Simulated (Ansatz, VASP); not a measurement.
# Two plane-wave programs on Hg

File POSCAR:

```
Hg
1.0
   -1.9304633748      1.9304633748      1.9304633748
    1.9304633748     -1.9304633748      1.9304633748
    1.9304633748      1.9304633748     -1.9304633748
Hg
1
Direct
    0.0000000000      0.0000000000      0.0000000000
```

The input INCAR.step1:

```
SYSTEM = Hg
ALGO = Normal
EDIFF = 1E-5
ENCUT = 550
GGA = PE
GGA_COMPAT = .False.
ISMEAR = -1
LASPH = .True.
LCHARG = .False.
LREAL = .False.
LWAVE = .True.
NBANDS = 12
NELM = 120
PREC = Accurate
SIGMA = 0.1
```

Contents of INCAR.step2:

```
SYSTEM = Hg
ALGO = Normal
EDIFF = 1E-6
ENCUT = 550
GGA_COMPAT = .False.
ISIF = 2
ISMEAR = -1
ISTART = 1
LASPH = .True.
LCHARG = .False.
LMIXTAU = .True.
LREAL = .False.
LWAVE = .False.
METAGGA = R2SCAN
NBANDS = 12
NELM = 120
PREC = Accurate
SIGMA = 0.1
```

Contents of KPOINTS:

```
k-points
0
Gamma
  13 13 13
  0 0 0
```

Input for Ansatz:

```yaml
crystal:
  lattice:
    - [-1.9304633748, 1.9304633748, 1.9304633748]
    - [1.9304633748, -1.9304633748, 1.9304633748]
    - [1.9304633748, 1.9304633748, -1.9304633748]
  atoms:
    - { symbol: Hg, position: [0.0, 0.0, 0.0] }
hamiltonian:
  xc: r2scan
  pseudopotentials:
    kind: paw
    azcp:
      Hg: "pseudopotentials/Hg.paw.azcp"
basis:
  ecutwfc: 500
  fft_grid_basis: typed
kpoints:
  mp_grid: { grid: [13, 13, 13], shift: [0, 0, 0] }
magnetization:
  spin_polarized: false
scf:
  occupations: { method: fermi_dirac, width: 0.1 }
  lower_state_search: "off"
output:
  stress: true
```

Alike in both runs: task single point; functional r2SCAN; k mesh 13 × 13 × 13; occupations fermi-dirac, width 0.1 eV; no spin polarisation.

```csv
,VASP,Ansatz
version,VASP 6.6.1,Ansatz 0.2.0
potentials or method,"VASP PAW PBE potentials, release 64 (Hg), cutoff 550 eV","plane waves (500 eV) with PAW, scalar-relativistic"
valence electrons in the cell,12,20
```

|  | VASP | Ansatz | Ansatz less VASP |
| --- | --- | --- | --- |
| pressure (GPa) | -0.9 | -1.1 | -0.21 |

VASP's potentials were made for PBE, not for r2SCAN. VASP's potentials hold 12 valence electrons a cell and Ansatz's 20, so a difference there can come from the potentials and not from the codes.

Spin-orbit coupling is off throughout.
